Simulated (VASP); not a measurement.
# ZnS (Pmn2_1) in VASP: single point with PBE

Aim: the single point of ZnS with PBE.

Everything below comes from runs of VASP 6.6.1. Logs are shortened: lines on timing, memory, paths and dates and some standing lists are left out, and cuts for length are marked.

## 1. The cell of the first run

It takes space group Pmn2_1 (No. 31, orthorhombic). Conventional cell: a = 3.825 Å, b = 3.825 Å, c = 5.409 Å, α = 90.00°, β = 90.00°, γ = 90.00°. Within 3.0 Å of Zn (site symmetry m) lie 4 S at 2.26 to 2.42 Å. Within 3.0 Å of S (site symmetry m) lie 4 Zn at 2.26 to 2.42 Å.

## 2. Single point, PBE (atoms displaced along a vibrational mode)

INCAR reads:

```
PREC = Accurate
ENCUT = 520
EDIFF = 1E-6
ISMEAR = 0
SIGMA = 0.05
LREAL = False
LASPH = True
NELM = 100
ALGO = Normal
ISIF = 2
LWAVE = False
LCHARG = True
GGA = PE
LELF = True
LVHAR = True
NBANDS = 26
```

KPOINTS reads:

```
Automatic mesh
0
Gamma
  8 8 6
```

POSCAR reads:

```
ZnS
1.0
    0.0000000000     -2.7046500000     -2.7046500000
    0.0000000000      2.7046500000     -2.7046500000
    5.4093000000      0.0000000000      0.0000000000
Zn S
2 2
Direct
    0.5061007496      0.5000000000      0.5000000000
   -0.0061007496      0.0000000000      0.0000000000
   -0.0196080856      0.5000000000      0.2500000000
    0.5196080856      0.0000000000      0.7500000000
```

Potentials or basis: VASP PAW PBE potentials, release 64 (Zn, S).

Started as:

```console
$ cat potpaw_PBE.64/Zn/POTCAR potpaw_PBE.64/S/POTCAR > POTCAR
$ mpirun -np 1 vasp_std > vasp.out
```

OUTCAR:

```text
PREC = Accurate
   ENCUT = 520
   EDIFF = 1E-6
   ISMEAR = 0
   LREAL = False
   LASPH = True
   NELM = 100
   ISIF = 2
   GGA = PE

 ion  position               nearest neighbor table
   1  0.506  0.500  0.500-   3 2.26   4 2.34   4 2.34   3 2.42
   2  0.994  0.000  0.000-   4 2.26   3 2.34   3 2.34   4 2.42
   3  0.980  0.500  0.250-   1 2.26   2 2.34   2 2.34   1 2.42
   4  0.520  0.000  0.750-   2 2.26   1 2.34   1 2.34   2 2.42

  LATTYP: Found a simple tetragonal cell.
 ALAT       =     3.8249527115
 C/A-ratio  =     1.4142135624

  Lattice vectors:

 A1 = (   0.0000000000,  -2.7046500000,  -2.7046500000)
 A2 = (   0.0000000000,   2.7046500000,  -2.7046500000)
 A3 = (   5.4093000000,   0.0000000000,   0.0000000000)

Analysis of symmetry for initial positions (statically):
=====================================================================
 Subroutine PRICEL returns:
 Original cell was already a primitive cell.

 Routine SETGRP: Setting up the symmetry group for a
 simple tetragonal supercell.

 Subroutine GETGRP returns: Found  4 space group operations
 (whereof  2 operations were pure point group operations)
 out of a pool of 16 trial point group operations.

The static configuration has the point symmetry C_1h.
 The point group associated with its full space group is C_2v.

Analysis of symmetry for dynamics (positions and initial velocities):
=====================================================================
 Subroutine PRICEL returns:
 Original cell was already a primitive cell.

 Routine SETGRP: Setting up the symmetry group for a
 simple tetragonal supercell.

 Subroutine GETGRP returns: Found  4 space group operations
 (whereof  2 operations were pure point group operations)
 out of a pool of 16 trial point group operations.

The dynamic configuration has the point symmetry C_1h.
 The point group associated with its full space group is C_2v.

 Subroutine INISYM returns: Found  4 space group operations
 (whereof  2 operations are pure point group operations),
 and found     1 'primitive' translations

----------------------------------------------------------------------------------------

                                     Primitive cell

  volume of cell :      79.1395

  direct lattice vectors                    reciprocal lattice vectors
     0.000000000 -2.704650000 -2.704650000     0.000000000 -0.184866803 -0.184866803
     0.000000000  2.704650000 -2.704650000     0.000000000  0.184866803 -0.184866803
     5.409300000  0.000000000  0.000000000     0.184866803  0.000000000  0.000000000

  length of vectors
     3.824952711  3.824952711  5.409300000     0.261441141  0.261441141  0.184866803

  position of ions in fractional coordinates (direct lattice)
     0.506100750  0.500000000  0.500000000
     0.993899250  0.000000000  0.000000000
     0.980391914  0.500000000  0.250000000
     0.519608086  0.000000000  0.750000000

  ion indices of the primitive-cell ions
   primitive index   ion index
                 1           1
                 2           2
                 3           3
                 4           4

----------------------------------------------------------------------------------------

 KPOINTS: Automatic mesh

Automatic generation of k-mesh.
 Grid dimensions read from file:
 generate k-points for:    8    8    6

 Generating k-lattice:

  Cartesian coordinates                     Fractional coordinates (reciprocal lattice)
     0.000000000 -0.023108350 -0.023108350     0.125000000  0.000000000  0.000000000
     0.000000000  0.023108350 -0.023108350     0.000000000  0.125000000  0.000000000
     0.030811134  0.000000000  0.000000000     0.000000000  0.000000000  0.166666667

  Length of vectors
     0.032680143  0.032680143  0.030811134

  Shift w.r.t. Gamma in fractional coordinates (k-lattice)
     0.000000000  0.000000000  0.000000000

 Subroutine IBZKPT returns following result:
 ===========================================

 Found    100 irreducible k-points:

 Following reciprocal coordinates:
            Coordinates               Weight
  0.000000  0.000000  0.000000      1.000000
  0.125000  0.000000  0.000000      2.000000
  0.000000  0.125000  0.000000      2.000000
  0.250000  0.000000  0.000000      2.000000
  0.000000  0.250000  0.000000      2.000000
  0.375000  0.000000  0.000000      2.000000
[... 16 lines left out ...]
  0.500000  0.375000  0.000000      2.000000
 -0.375000  0.500000  0.000000      2.000000
 [... further k-points ...]
   k-points           NKPTS =    100   k-points in BZ     NKDIM =    100   number of bands    NBANDS=     26
   number of dos      NEDOS =    301   number of ions     NIONS =      4
   total plane-waves  NPLWV =  31360
   dimension x,y,z NGX =    28 NGY =   28 NGZ =   40
   dimension x,y,z NGXF=    56 NGYF=   56 NGZF=   80
   ions per type =               2   2
   NGX,Y,Z   is equivalent  to a cutoff of  12.17, 12.17, 12.29 a.u.
   NGXF,Y,Z  is equivalent  to a cutoff of  24.34, 24.34, 24.59 a.u.
 SYSTEM =  unknown system
   PREC   = accura    normal or accurate (medium, high low for compatibility)
   ISTART =      0    job   : 0-new  1-cont  2-samecut
   ICHARG =      2    charge: 1-file 2-atom 10-const
   ISPIN  =      1    spin polarized calculation?
   LNONCOLLINEAR =      F non collinear calculations
   LSORBIT =      F    spin-orbit coupling
   LASPH  =      T    aspherical Exc in radial PAW
   ENCUT  =  520.0 eV  38.22 Ry    6.18 a.u.   7.11  7.11 10.06*2*pi/ulx,y,z
   NELM   =    100;   NELMIN=  2; NELMDL= -5     # of ELM steps
   EDIFF  = 0.1E-05   stopping-criterion for ELM
   LREAL  =      F    real-space projection
   EDIFFG = 0.1E-04   stopping-criterion for IOM
   NSW    =      0    number of steps for IOM
   IBRION =     -1    ionic relax: 0-MD 1-quasi-New 2-CG
   NFREE  =      0    steps in history (QN), initial steepest desc. (CG)
   ISIF   =      2    stress and relaxation
   ISYM   =      2    0-nonsym 1-usesym 2-fastsym
   POTIM  = 0.5000    time-step for ionic-motion
   TEBEG  =    0.0;   TEEND  =   0.0 temperature during run
   PSTRESS=    0.0 pullay stress
   NELECT =      36.0000    total number of electrons
   NUPDOWN=      -1.0000    fix difference up-down
   EMIN   =  10.00;   EMAX   =-10.00  energy-range for DOS
   EFERMI =   0.00;   METHOD = LEGACY
   ISMEAR =     0;   SIGMA  =   0.05  broadening in eV -4-tet -1-fermi 0-gaus
   EFERMI_NEDOS =   21; number of points for ismear=-14 and -15
   IALGO  =     38    algorithm
   IMIX   =      4    mixing-type and parameters
     AMIX     =   0.40;   BMIX     =  1.00
     AMIX_MAG =   1.60;   BMIX_MAG =  1.00
  volume/ion in A,a.u.               =      19.78       133.51
  Fermi-wavevector in a.u.,A,eV,Ry     =   1.259055  2.379268 21.568210  1.585219
  Thomas-Fermi vector in A             =   2.392634
   LORBIT       =      0    0 simple, 1 ext, 2 COOP (PROOUT), +10 PAW based schemes
   GGA     = PE    functional components
   LHFCALC =     F    Hartree Fock is set to
   AEXX    =    0.0000 exact exchange contribution
   IVDW    =     0    specifies the selected vdW correction
   LEPSILON=     F    determine dielectric tensor
   LRPA    =     F    only Hartree local field effects (RPA)
 non-spin polarized calculation
 Gauss-broadening in eV      SIGMA  =   0.05
  energy-cutoff  :      520.00
  volume of cell :       79.14
 maximum number of plane-waves:      2180
   NGX = 15   NGY = 15   NGZ = 21

 number of electron      35.9999998 magnetization

 Free energy of the ion-electron system (eV)
  ---------------------------------------------------
  ext. energy  EPLUGINS =         0.00000000
  ---------------------------------------------------
  free energy    TOTEN  =       -13.62304463 eV

  energy without entropy =      -13.62304463  energy(sigma->0) =      -13.62304463

 E-fermi :   2.3667     XC(G=0):  -9.6146

 val. band max:        2.0901024331   @ k =   0.0000   0.0000   0.0000
 cond. band min:       4.1740313819   @ k =   0.0000   0.0000   0.0000
 fundamental gap:      2.0839289488
 Fermi energy:         2.3666660358

 k-point     1 :       0.0000    0.0000    0.0000
  band No.  band energies     occupation
      1     -11.0546      2.00000
      2      -9.8188      2.00000
      3      -4.3134      2.00000
      4      -4.2794      2.00000
      5      -4.2618      2.00000
      6      -4.2441      2.00000
[... 18 lines left out ...]
     25      13.0757      0.00000
     26      13.5833      0.00000

 k-point     2 :       0.1250    0.0000    0.0000
  band No.  band energies     occupation
      1     -10.9772      2.00000
      2      -9.8183      2.00000
      3      -4.2961      2.00000
      4      -4.2649      2.00000
      5      -4.2497      2.00000
      6      -4.2207      2.00000
[... 18 lines left out ...]
     25      12.4042      0.00000
     26      13.0129      0.00000

 k-point     3 :       0.0000    0.1250    0.0000
  band No.  band energies     occupation
      1     -10.9763      2.00000
      2      -9.8194      2.00000
      3      -4.2836      2.00000
      4      -4.2648      2.00000
      5      -4.2607      2.00000
      6      -4.2221      2.00000
[... 18 lines left out ...]
     25      12.4087      0.00000
     26      12.9980      0.00000

 k-point     4 :       0.2500    0.0000    0.0000
  band No.  band energies     occupation
      1     -10.7636      2.00000
      2      -9.8384      2.00000
      3      -4.2743      2.00000
      4      -4.2343      2.00000
      5      -4.2161      2.00000
      6      -4.1510      2.00000
[... 18 lines left out ...]
     25      11.5179      0.00000
     26      11.8504      0.00000
[... 496 lines left out ...]
      1     -10.0423      2.00000
      2      -9.8142      2.00000
      3      -4.3043      2.00000
      4      -4.2170      2.00000
      5      -4.0278      2.00000
      6      -4.0110      2.00000
[... 18 lines left out ...]
     25      12.1520      0.00000
     26      12.5334      0.00000

 k-point    23 :       0.5000    0.3750    0.0000
  band No.  band energies     occupation
      1      -9.9195      2.00000
      2      -9.8351      2.00000
      3      -4.2750      2.00000
      4      -4.2694      2.00000
      5      -4.0132      2.00000
      6      -3.9836      2.00000
[... 18 lines left out ...]
     25      13.0760      0.00000
     26      13.4138      0.00000

 k-point    24 :      -0.3750    0.5000    0.0000
  band No.  band energies     occupation
      1      -9.8776      2.00000
      2      -9.8776      2.00000
      3      -4.2730      2.00000
      4      -4.2730      2.00000
      5      -3.9980      2.00000
      6      -3.9980      2.00000
[... 18 lines left out ...]
     25      13.2606      0.00000
     26      13.3146      0.00000

 [... further k-points ...]

------------------------ aborting loop because EDIFF is reached ----------------------------------------

  FORCE on cell =-STRESS in cart. coord.  units (eV):
  Direction    XX          YY          ZZ          XY          YZ          ZX
  --------------------------------------------------------------------------------------
  -------------------------------------------------------------------------------------
  Total        1.0777398      0.9085140      0.9085140     -0.0000000      0.1450121      0.0000000
  in kB       21.8188220     18.3928497     18.3928497     -0.0000000      2.9357672      0.0000000
  external PRESSURE =      19.5348404 kB  Pullay stress =       0.0000000 kB

 VOLUME and BASIS-vectors are now :
 -----------------------------------------------------------------------------
  energy-cutoff  :      520.00
  volume of cell :       79.14
      direct lattice vectors                 reciprocal lattice vectors
     0.000000000 -2.704650000 -2.704650000     0.000000000 -0.184866803 -0.184866803
     0.000000000  2.704650000 -2.704650000     0.000000000  0.184866803 -0.184866803
     5.409300000  0.000000000  0.000000000     0.184866803  0.000000000  0.000000000

 POSITION                                       TOTAL-FORCE (eV/Angst)
 -----------------------------------------------------------------------------------
      2.70465     -0.01650     -2.72115         0.106743      0.373332      0.373332
      0.00000     -2.68815     -2.68815         0.106743     -0.373332     -0.373332
      1.35232     -1.29929     -4.00394        -0.106743     -0.583880     -0.583880
      4.05697     -1.40536     -1.40536        -0.106743      0.583880      0.583880
 -----------------------------------------------------------------------------------
    total drift:                               -0.000045     -0.000000     -0.000000

  FREE ENERGIE OF THE ION-ELECTRON SYSTEM (eV)
  ---------------------------------------------------
  free  energy   TOTEN  =       -13.6230446337 eV

  energy  without entropy=      -13.6230446337  energy(sigma->0) =      -13.62304463
```

It took 2.4 min on 1 thread of Intel Xeon 8259CL, shared host; peak memory 0.3 GiB.

What came out:

| Quantity | Value |
| --- | --- |
| Free energy | -13.6230 eV |
| Pressure | 2.0 GPa |
| Largest force | 0.833 eV/Å |
| Band gap on the k mesh | 2.08 eV |

Forces in eV/Å, atoms in the order of the input:
```
Zn   0.107  0.373  0.373
Zn   0.107 -0.373 -0.373
S   -0.107 -0.584 -0.584
S   -0.107  0.584  0.584
```

Stress tensor (GPa, compression positive):
```
2.18 0.00 0.00
0.00 1.84 0.29
0.00 0.29 1.84
```

Caveat: the cell differs from its parent crystal (atoms displaced along a vibrational mode).
